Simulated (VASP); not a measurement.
Li, 4 atoms in the cell. The structure is cubic, space group P2_13 (No. 198). Conventional cell: a = 4.454 Å, b = 4.454 Å, c = 4.454 Å, α = 90.00°, β = 90.00°, γ = 90.00°. Li (site symmetry 3) has 6 Li at 2.73 Å within 3.6 Å. 

* Program: VASP 6.6.1
* Task: single point
* Functional: PBEsol
* Potentials or basis: VASP PAW PBE potentials, release 64 (Li_sv)
* Cutoff: 520 eV
* k mesh: 5 × 5 × 5
* Occupations: methfessel-paxton, width 0.1 eV
* Spin: no spin polarisation
* Dipole correction: no
* Further INCAR settings: ALGO = Normal; EDIFF = 1e-07; NBANDS = 14

Potentials or basis: VASP PAW PBE potentials, release 64 (Li_sv).

Launch:

```sh
$ cat potpaw_PBE.64/Li_sv/POTCAR > POTCAR
$ mpirun -np 1 vasp_std > vasp.out
```

Hardware: 1 thread of Intel(R) Xeon(R) Platinum 8559C (Emerald Rapids) (shared host).

Estimate the wall time of this run.

It took 9.8 s on 1 thread of Intel(R) Xeon(R) Platinum 8559C (Emerald Rapids), with other jobs on the host, peak memory 0.17 GiB. Counts: scf iterations 12, k points 11.
